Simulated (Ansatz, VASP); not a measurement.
# One calculation of C, two programs

```
CELL_PARAMETERS angstrom
1.22803 0.70900 3.17966
-1.22803 0.70900 3.17966
0.00000 -1.41800 3.17966
ATOMIC_POSITIONS crystal
C 0.16400 0.16400 0.16400
C 0.83600 0.83600 0.83600
```

Change from the starting cell: strain +0.000 along x and y, -0.050 along z, atoms carried along.

Alike in both runs: task single point; functional r2SCAN; k mesh 12 × 12 × 12; occupations gaussian, width 0.05 eV; no spin polarisation.

```csv
,VASP,Ansatz
version,VASP 6.6.1,Ansatz 0.2.0
potentials or method,"VASP PAW PBE potentials, release 64 (C), cutoff 520 eV","scalar-relativistic, plane waves, PAW"
valence electrons in the cell,8,8
```

VASP gave:

| Property | Result |
| --- | --- |
| gap on the k mesh at the Fermi level (eV) | 1.04 |
| least direct gap on the mesh (eV) | 1.04 |
| pressure (GPa) | 1.7 |
| traceless stress, the component that is largest in VASP (GPa) | 2.07 |
| rms of the force components (eV/Å) | 0.482 |

**Question.** What did Ansatz give for the same quantities?

**Answer.** gap on the k mesh at the Fermi level (eV): 1.04; least direct gap on the mesh (eV): 1.04; pressure (GPa): 1.0; traceless stress, the component that is largest in VASP (GPa): 2.90; rms of the force components (eV/Å): 0.487.

VASP's potentials were made for PBE, not for r2SCAN. Atom by atom the forces differ by 0.005 eV/Å (rms over components). With one functional, cell and mesh, what is left measures potentials, basis and numerics.
